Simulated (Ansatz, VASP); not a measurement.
**One calculation of O, two programs**

Contents of INCAR:

```
SYSTEM = O
ALGO = Normal
EDIFF = 1E-6
EDIFFG = -0.3
ENCUT = 520
GGA = CA
IBRION = 2
ISIF = 2
ISMEAR = -1
ISPIN = 2
LASPH = .True.
LCHARG = .False.
LORBIT = 11
LREAL = Auto
LWAVE = .False.
MAGMOM = 1 1 1 1 1 1 1 1 1 1 1 1 1 1 1 1
NELM = 150
NSW = 35
PREC = Accurate
SIGMA = 0.02
```

File KPOINTS:

```
k-points
0
Gamma
  1 1 1
  0 0 0
```

File POSCAR:

```
O
1.0
    7.2176520000      0.0000000000      0.0000000000
    0.0000000000      7.2176520000      0.0000000000
    0.0000000000      0.0000000000      7.2176520000
O
16
Direct
    0.1033132000      0.6461125000      0.1615173000
    0.2456262000      0.5569243000      0.1216137000
    0.3128315000      0.7460287000      0.7304234000
    0.1747634000      0.7939046000      0.6385271000
    0.3462105000      0.1905758000      0.5946770000
    0.4784096000      0.2763198000      0.6651835000
    0.8487781000      0.3128103000      0.9436501000
    0.8656741000      0.3274345000      0.7724763000
    0.7265021000      0.0321493000      0.3933053000
    0.5811115000      0.1063618000      0.3371458000
    0.6669005000      0.7353231000      0.9641380000
    0.7065535000      0.7572427000      0.7975637000
    0.2160107000     -0.0277012000      0.1081635000
    0.1202325000      0.1137577000      0.0833496000
    0.5941055000      0.6646811000      0.4256780000
    0.6444335000      0.5005072000      0.4433938000
```

Input for Ansatz:

```yaml
crystal:
  lattice:
    - [7.217652, 0.0, 0.0]
    - [0.0, 7.217652, 0.0]
    - [0.0, 0.0, 7.217652]
  atoms:
    - { symbol: O, position: [0.1033132, 0.6461125, 0.1615173], spin: 1.0 }
    - { symbol: O, position: [0.2456262, 0.5569243, 0.1216137], spin: 1.0 }
    - { symbol: O, position: [0.3128315, 0.7460287, 0.7304234], spin: 1.0 }
    - { symbol: O, position: [0.1747634, 0.7939046, 0.6385271], spin: 1.0 }
    - { symbol: O, position: [0.3462105, 0.1905758, 0.594677], spin: 1.0 }
    - { symbol: O, position: [0.4784096, 0.2763198, 0.6651835], spin: 1.0 }
    - { symbol: O, position: [0.8487781, 0.3128103, 0.9436501], spin: 1.0 }
    - { symbol: O, position: [0.8656741, 0.3274345, 0.7724763], spin: 1.0 }
    - { symbol: O, position: [0.7265021, 0.0321493, 0.3933053], spin: 1.0 }
    - { symbol: O, position: [0.5811115, 0.1063618, 0.3371458], spin: 1.0 }
    - { symbol: O, position: [0.6669005, 0.7353231, 0.964138], spin: 1.0 }
    - { symbol: O, position: [0.7065535, 0.7572427, 0.7975637], spin: 1.0 }
    - { symbol: O, position: [0.2160107, -0.0277012, 0.1081635], spin: 1.0 }
    - { symbol: O, position: [0.1202325, 0.1137577, 0.0833496], spin: 1.0 }
    - { symbol: O, position: [0.5941055, 0.6646811, 0.425678], spin: 1.0 }
    - { symbol: O, position: [0.6444335, 0.5005072, 0.4433938], spin: 1.0 }
magnetization:
  spin_polarized: true
basis:
  ecutwfc: 420.0
kpoints:
  mp_grid: { grid: [1, 1, 1] }
hamiltonian:
  xc: lda
scf:
  occupations: { method: fermi_dirac, width: 0.02 }
  lower_state_search: "off"
relax:
  f_tol: 0.3
  max_steps: 15
  adjacent_minimum: "off"
```

Alike in both runs: task relaxation of the atoms; functional LDA; k mesh 1 × 1 × 1; occupations fermi-dirac, width 0.02 eV; collinear spin.

|  | VASP | Ansatz |
| --- | --- | --- |
| version | VASP 6.6.1 | Ansatz 0.2.0 |
| potentials or method | VASP PAW LDA potentials, release 64 (O), cutoff 520 eV | scalar-relativistic, plane waves, PAW |
| valence electrons in the cell | 96 | 96 |

|  | VASP | Ansatz | Ansatz less VASP |
| --- | --- | --- | --- |
| net moment per atom (μB) | 1.00 | 1.00 | 0.000 |
| size of the moment on the site where the two differ most (μB) | 0.81 | 0.54 | -0.267 |

LDA's correlation is that of Perdew and Zunger in VASP and of Perdew and Wang (1992) in Ansatz. Site moments also hang on the region over which each program counts them.

Noted on VASP's run: the standard files for N, O and F lose accuracy on very short bonds.
